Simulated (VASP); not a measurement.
# AlN (I-4m2) in VASP: a series of runs

Runs on AlN. Level: PBE. Tasks: single point.

Program: VASP 6.6.1. These are calculated values, not measurements. Logs are shortened: lines on timing, memory, paths and dates and some standing lists are left out, and cuts for length are marked.

## 1. The cell of the first run

The structure is tetragonal, space group I-4m2 (No. 119). The conventional cell has a = 3.021 Å, b = 3.021 Å, c = 4.370 Å, α = 90.00°, β = 90.00°, γ = 90.00°. Within 2.5 Å of Al (site symmetry -4m2) lie 4 N at 1.86 Å. N (site symmetry -4m2) has 4 Al at 1.86 Å within 2.5 Å.

## 2. Single point, PBE (biaxial xy strain -2.2%)

File INCAR:

```
SYSTEM = AlN
PREC = Accurate
ENCUT = 520
EDIFF = 1E-6
ISMEAR = -1
SIGMA = 0.02
LREAL = .FALSE.
LASPH = .TRUE.
NELM = 80
ALGO = Normal
ISIF = 2
LWAVE = .FALSE.
LCHARG = .FALSE.
GGA = PE
NBANDS = 11
```

File KPOINTS:

```
Automatic mesh
0
G
  10 10 10
  0 0 0
```

File POSCAR:

```
AlN
1.0
    0.0000000000      2.1363721643      2.1848764208
    2.1363721643      0.0000000000      2.1848764208
    2.1363721643      2.1363721643      0.0000000000
Al N
1 1
Direct
    0.0000000000      0.0000000000      0.0000000000
    0.2500000000      0.2500000000      0.2500000000
```

Potentials or basis: VASP PAW PBE potentials, release 64 (Al, N).

Started as:

```sh
$ cat potpaw_PBE.64/Al/POTCAR potpaw_PBE.64/N/POTCAR > POTCAR
$ mpirun -np 1 vasp_std > vasp.out
```

OUTCAR:

```text
SYSTEM = AlN
   PREC = Accurate
   ENCUT = 520
   EDIFF = 1E-6
   ISMEAR = -1
   LREAL = .FALSE.
   LASPH = .TRUE.
   NELM = 80
   ISIF = 2
   GGA = PE

 ion  position               nearest neighbor table
   1  0.000  0.000  0.000-   2 1.86   2 1.86   2 1.86   2 1.86
   2  0.250  0.250  0.250-   1 1.86   1 1.86   1 1.86   1 1.86

  LATTYP: Found a body centered tetragonal cell.
 ALAT       =     3.0212864890
 C/A-ratio  =     1.4463219087

  Lattice vectors:

 A1 = (  -2.1363721643,   0.0000000000,   2.1848764208)
 A2 = (   2.1363721643,   0.0000000000,   2.1848764208)
 A3 = (   0.0000000000,   2.1363721643,  -2.1848764208)

Analysis of symmetry for initial positions (statically):
=====================================================================
 Subroutine PRICEL returns:
 Original cell was already a primitive cell.

 Routine SETGRP: Setting up the symmetry group for a
 body centered tetragonal supercell.

 Subroutine GETGRP returns: Found  8 space group operations
 (whereof  8 operations were pure point group operations)
 out of a pool of 16 trial point group operations.

The static configuration has the point symmetry D_2d.

Analysis of symmetry for dynamics (positions and initial velocities):
=====================================================================
 Subroutine PRICEL returns:
 Original cell was already a primitive cell.

 Routine SETGRP: Setting up the symmetry group for a
 body centered tetragonal supercell.

 Subroutine GETGRP returns: Found  8 space group operations
 (whereof  8 operations were pure point group operations)
 out of a pool of 16 trial point group operations.

The dynamic configuration has the point symmetry D_2d.

 Subroutine INISYM returns: Found  8 space group operations
 (whereof  8 operations are pure point group operations),
 and found     1 'primitive' translations

----------------------------------------------------------------------------------------

                                     Primitive cell

  volume of cell :      19.9439

  direct lattice vectors                    reciprocal lattice vectors
     0.000000000  2.136372164  2.184876421    -0.234041619  0.234041619  0.228845895
     2.136372164  0.000000000  2.184876421     0.234041619 -0.234041619  0.228845895
     2.136372164  2.136372164  0.000000000     0.234041619  0.234041619 -0.228845895

  length of vectors
     3.055776660  3.055776660  3.021286489     0.402394586  0.402394586  0.402394586

  position of ions in fractional coordinates (direct lattice)
     0.000000000  0.000000000  0.000000000
     0.250000000  0.250000000  0.250000000

  ion indices of the primitive-cell ions
   primitive index   ion index
                 1           1
                 2           2

----------------------------------------------------------------------------------------

 KPOINTS: Automatic mesh

Automatic generation of k-mesh.
 Grid dimensions read from file:
 generate k-points for:   10   10   10

 Generating k-lattice:

  Cartesian coordinates                     Fractional coordinates (reciprocal lattice)
    -0.023404162  0.023404162  0.022884590     0.100000000  0.000000000  0.000000000
     0.023404162 -0.023404162  0.022884590     0.000000000  0.100000000  0.000000000
     0.023404162  0.023404162 -0.022884590    -0.000000000 -0.000000000  0.100000000

  Length of vectors
     0.040239459  0.040239459  0.040239459

  Shift w.r.t. Gamma in fractional coordinates (k-lattice)
     0.000000000  0.000000000  0.000000000

 Subroutine IBZKPT returns following result:
 ===========================================

 Found    102 irreducible k-points:

 Following reciprocal coordinates:
            Coordinates               Weight
  0.000000  0.000000  0.000000      1.000000
  0.100000  0.000000  0.000000      8.000000
  0.200000  0.000000  0.000000      8.000000
  0.300000  0.000000  0.000000      8.000000
  0.400000  0.000000  0.000000      8.000000
  0.500000  0.000000  0.000000      4.000000
[... 16 lines left out ...]
  0.300000  0.300000  0.000000      2.000000
  0.400000  0.300000  0.000000      8.000000
 [... further k-points ...]
   k-points           NKPTS =    102   k-points in BZ     NKDIM =    102   number of bands    NBANDS=     11
   number of dos      NEDOS =    301   number of ions     NIONS =      2
   total plane-waves  NPLWV =  13824
   dimension x,y,z NGX =    24 NGY =   24 NGZ =   24
   dimension x,y,z NGXF=    48 NGYF=   48 NGZF=   48
   ions per type =               1   1
   NGX,Y,Z   is equivalent  to a cutoff of  13.06, 13.06, 13.21 a.u.
   NGXF,Y,Z  is equivalent  to a cutoff of  26.11, 26.11, 26.41 a.u.
 SYSTEM =  AlN
   PREC   = accura    normal or accurate (medium, high low for compatibility)
   ISTART =      0    job   : 0-new  1-cont  2-samecut
   ICHARG =      2    charge: 1-file 2-atom 10-const
   ISPIN  =      1    spin polarized calculation?
   LNONCOLLINEAR =      F non collinear calculations
   LSORBIT =      F    spin-orbit coupling
   LASPH  =      T    aspherical Exc in radial PAW
   ENCUT  =  520.0 eV  38.22 Ry    6.18 a.u.   5.68  5.68  5.62*2*pi/ulx,y,z
   NELM   =     80;   NELMIN=  2; NELMDL= -5     # of ELM steps
   EDIFF  = 0.1E-05   stopping-criterion for ELM
   LREAL  =      F    real-space projection
   EDIFFG = 0.1E-04   stopping-criterion for IOM
   NSW    =      0    number of steps for IOM
   IBRION =     -1    ionic relax: 0-MD 1-quasi-New 2-CG
   NFREE  =      0    steps in history (QN), initial steepest desc. (CG)
   ISIF   =      2    stress and relaxation
   ISYM   =      2    0-nonsym 1-usesym 2-fastsym
   POTIM  = 0.5000    time-step for ionic-motion
   TEBEG  =    0.0;   TEEND  =   0.0 temperature during run
   PSTRESS=    0.0 pullay stress
   NELECT =       8.0000    total number of electrons
   NUPDOWN=      -1.0000    fix difference up-down
   EMIN   =  10.00;   EMAX   =-10.00  energy-range for DOS
   EFERMI =   0.00;   METHOD = LEGACY
   ISMEAR =    -1;   SIGMA  =   0.02  broadening in eV -4-tet -1-fermi 0-gaus
   EFERMI_NEDOS =   21; number of points for ismear=-14 and -15
   IALGO  =     38    algorithm
   IMIX   =      4    mixing-type and parameters
     AMIX     =   0.40;   BMIX     =  1.00
     AMIX_MAG =   1.60;   BMIX_MAG =  1.00
  volume/ion in A,a.u.               =       9.97        67.29
  Fermi-wavevector in a.u.,A,eV,Ry     =   1.207354  2.281568 19.833260  1.457703
  Thomas-Fermi vector in A             =   2.342994
   LORBIT       =      0    0 simple, 1 ext, 2 COOP (PROOUT), +10 PAW based schemes
   GGA     = PE    functional components
   LHFCALC =     F    Hartree Fock is set to
   AEXX    =    0.0000 exact exchange contribution
   IVDW    =     0    specifies the selected vdW correction
   LEPSILON=     F    determine dielectric tensor
   LRPA    =     F    only Hartree local field effects (RPA)
 non-spin polarized calculation
  energy-cutoff  :      520.00
  volume of cell :       19.94
 maximum number of plane-waves:       552
   NGX = 11   NGY = 11   NGZ = 11

 number of electron       7.9999999 magnetization

 Free energy of the ion-electron system (eV)
  ---------------------------------------------------
  ext. energy  EPLUGINS =         0.00000000
  ---------------------------------------------------
  free energy    TOTEN  =       -14.78461692 eV

  energy without entropy =      -14.78461692  energy(sigma->0) =      -14.78461692

 E-fermi :   6.8920     XC(G=0): -11.1263

 val. band max:        6.4261270596   @ k =  -0.1000   0.1000   0.0000
 cond. band min:       9.6967287291   @ k =   0.5000   0.0000   0.5000
 fundamental gap:      3.2706016695
 Fermi energy:         6.8920418693

 k-point     1 :       0.0000    0.0000    0.0000
  band No.  band energies     occupation
      1      -8.8476      2.00000
      2       6.3259      2.00000
      3       6.4252      2.00000
      4       6.4252      2.00000
      5      10.9778      0.00000
      6      19.3852      0.00000
      7      19.3852      0.00000
      8      19.4057      0.00000
      9      24.0227      0.00000
     10      24.8122      0.00000
     11      25.3561      0.00000

 k-point     2 :       0.1000    0.0000    0.0000
  band No.  band energies     occupation
      1      -8.6934      2.00000
      2       5.5777      2.00000
      3       6.3015      2.00000
      4       6.3801      2.00000
      5      11.6273      0.00000
      6      18.9859      0.00000
      7      19.5245      0.00000
      8      19.5435      0.00000
      9      22.8172      0.00000
     10      23.4329      0.00000
     11      25.1625      0.00000

 k-point     3 :       0.2000    0.0000    0.0000
  band No.  band energies     occupation
      1      -8.2538      2.00000
      2       3.9385      2.00000
      3       6.1521      2.00000
      4       6.2676      2.00000
      5      12.7494      0.00000
      6      18.1483      0.00000
      7      19.3106      0.00000
      8      19.5451      0.00000
      9      22.5034      0.00000
     10      22.7490      0.00000
     11      24.3094      0.00000

 k-point     4 :       0.3000    0.0000    0.0000
  band No.  band energies     occupation
      1      -7.6118      2.00000
      2       2.2338      2.00000
      3       5.9826      2.00000
      4       6.1387      2.00000
      5      13.5916      0.00000
      6      17.3397      0.00000
      7      18.5259      0.00000
      8      18.8869      0.00000
      9      23.7099      0.00000
     10      23.7609      0.00000
     11      24.2418      0.00000

 k-point     5 :       0.4000    0.0000    0.0000
  band No.  band energies     occupation
      1      -6.9634      2.00000
      2       0.8893      2.00000
      3       5.8547      2.00000
      4       6.0418      2.00000
      5      14.0215      0.00000
      6      16.7693      0.00000
      7      17.8737      0.00000
      8      18.2618      0.00000
      9      24.5812      0.00000
     10      25.6275      0.00000
     11      25.8264      0.00000
[... 211 lines left out ...]
 k-point    21 :      -0.3000    0.2000    0.0000
  band No.  band energies     occupation
      1      -6.7885      2.00000
      2       1.6216      2.00000
      3       4.0433      2.00000
      4       5.9724      2.00000
      5      14.5442      0.00000
      6      15.9732      0.00000
      7      18.4111      0.00000
      8      19.1827      0.00000
      9      23.2340      0.00000
     10      25.8872      0.00000
     11      27.9670      0.00000

 k-point    22 :      -0.2000    0.2000    0.0000
  band No.  band energies     occupation
      1      -7.3855      2.00000
      2       2.5039      2.00000
      3       4.5765      2.00000
      4       6.2268      2.00000
      5      14.2922      0.00000
      6      16.8813      0.00000
      7      17.9907      0.00000
      8      19.4028      0.00000
      9      21.7601      0.00000
     10      25.5298      0.00000
     11      27.7327      0.00000

 k-point    23 :       0.3000    0.3000    0.0000
  band No.  band energies     occupation
      1      -7.2588      2.00000
      2       2.7410      2.00000
      3       5.2213      2.00000
      4       5.2213      2.00000
      5      11.8185      0.00000
      6      16.5751      0.00000
      7      18.4732      0.00000
      8      21.5132      0.00000
      9      21.5132      0.00000
     10      27.5037      0.00000
     11      31.0504      0.00000

 k-point    24 :       0.4000    0.3000    0.0000
  band No.  band energies     occupation
      1      -6.7706      2.00000
      2       2.0768      2.00000
      3       4.7088      2.00000
      4       5.0659      2.00000
      5      11.4181      0.00000
      6      16.4192      0.00000
      7      18.9367      0.00000
      8      21.6087      0.00000
      9      22.1069      0.00000
     10      28.3954      0.00000
     11      30.6810      0.00000

 [... further k-points ...]

------------------------ aborting loop because EDIFF is reached ----------------------------------------

  FORCE on cell =-STRESS in cart. coord.  units (eV):
  Direction    XX          YY          ZZ          XY          YZ          ZX
  --------------------------------------------------------------------------------------
  -------------------------------------------------------------------------------------
  Total        1.9445366      1.9445366      1.5644350      0.0000000     -0.0000000      0.0000000
  in kB      156.2125824    156.2125824    125.6774640      0.0000000     -0.0000000      0.0000000
  external PRESSURE =     146.0342096 kB  Pullay stress =       0.0000000 kB

 VOLUME and BASIS-vectors are now :
 -----------------------------------------------------------------------------
  energy-cutoff  :      520.00
  volume of cell :       19.94
      direct lattice vectors                 reciprocal lattice vectors
     0.000000000  2.136372164  2.184876421    -0.234041619  0.234041619  0.228845895
     2.136372164  0.000000000  2.184876421     0.234041619 -0.234041619  0.228845895
     2.136372164  2.136372164  0.000000000     0.234041619  0.234041619 -0.228845895

 POSITION                                       TOTAL-FORCE (eV/Angst)
 -----------------------------------------------------------------------------------
      0.00000      0.00000      0.00000        -0.000000     -0.000000      0.000000
      1.06819      1.06819      1.09244         0.000000      0.000000     -0.000000
 -----------------------------------------------------------------------------------
    total drift:                                0.000000      0.000000      0.000000

  FREE ENERGIE OF THE ION-ELECTRON SYSTEM (eV)
  ---------------------------------------------------
  free  energy   TOTEN  =       -14.7846169244 eV

  energy  without entropy=      -14.7846169244  energy(sigma->0) =      -14.78461692
```

Run time: 16 s. Hardware: 1 thread of Intel Xeon 8259CL, shared host; peak memory 0.14 GiB.

What came out:

| Property | Result |
| --- | --- |
| Free energy | -14.7846 eV |
| Pressure | 14.6 GPa |
| Band gap on the k mesh | 3.27 eV, indirect (least direct gap 4.55 eV) |

Levels at points of the mesh, in eV from the valence-band top:
```csv
k point,band 1,band 2,band 3,band 4,band 5,band 6,band 7,band 8,band 9
"(0.00, 0.00, 0.00)",-15.27,-0.10,0.00,0.00,4.55,12.96,12.96,12.98,17.60
"(0.50, 0.00, 0.00)",-13.09,-6.08,-0.62,-0.42,7.72,10.13,11.21,11.61,18.52
"(0.50, 0.50, 0.00)",-12.49,-5.22,-1.73,-1.73,3.38,9.07,14.25,16.38,16.38
"(0.50, 0.00, 0.50)",-12.38,-5.00,-1.92,-1.91,3.27,8.73,14.66,15.83,16.54
```

Caveat: the cell differs from its parent crystal (biaxial xy strain -2.2%). A k mesh can miss the band edges.

## 3. Single point, PBE (uniaxial x strain -1.6%)

File INCAR:

```
PREC     = Accurate       # precision mode
ENCUT    = 520            # plane-wave cutoff, eV
EDIFF    = 1E-6           # SCF threshold, eV
ISMEAR   = -1             # smearing method
SIGMA    = 0.02           # smearing width, eV
LREAL    = False          # projectors in reciprocal space
LASPH    = True           # aspherical terms in the spheres
NELM     = 60             # most SCF steps
ALGO     = Normal         # electronic algorithm
ISIF     = 2              # what is computed and relaxed
LWAVE    = False          # write WAVECAR
LCHARG   = False          # write CHGCAR
GGA      = PE             # functional
NBANDS   = 11             # bands
```

File KPOINTS:

```
regular mesh
0
Gamma
  10 10 10
```

File POSCAR:

```
AlN
1.0
    0.0000000000      2.1848764208      2.1848764208
    2.1496999104      0.0000000000      2.1848764208
    2.1496999104      2.1848764208      0.0000000000
Al N
1 1
Direct
    0.0000000000      0.0000000000      0.0000000000
    0.2500000000      0.2500000000      0.2500000000
```

Potentials or basis: VASP PAW PBE potentials, release 64 (Al, N).

Started as:

```sh
$ cat potpaw_PBE.64/Al/POTCAR potpaw_PBE.64/N/POTCAR > POTCAR
$ mpirun -np 1 vasp_std > vasp.out
```

Run time: 19 s. Hardware: 1 thread of Intel Xeon 8259CL, shared host; peak memory 0.14 GiB.

The run converged. Its results:

| Quantity | Value |
| --- | --- |
| Free energy | -14.8268 eV |
| Pressure | 7.8 GPa |
| Band gap on the k mesh | 3.23 eV, indirect (least direct gap 4.28 eV) |

Stress tensor (GPa, compression positive):
```
9.16 0.00 0.00
0.00 7.18 0.00
0.00 0.00 7.18
```

Levels at points of the mesh, in eV from the valence-band top:
```csv
k point,band 1,band 2,band 3,band 4,band 5,band 6,band 7,band 8
"(0.00, 0.00, 0.00)",-15.11,-0.07,-0.07,0.00,4.28,12.65,12.67,12.67
"(0.50, 0.00, 0.00)",-13.02,-5.96,-0.59,-0.46,7.46,9.92,11.05,11.36
"(0.50, 0.50, 0.00)",-12.39,-5.04,-1.79,-1.79,3.31,8.75,14.02,15.68
"(0.00, 0.50, 0.50)",-12.32,-4.89,-1.92,-1.92,3.23,8.50,14.31,15.79
```

Caveat: the cell differs from its parent crystal (uniaxial x strain -1.6%).
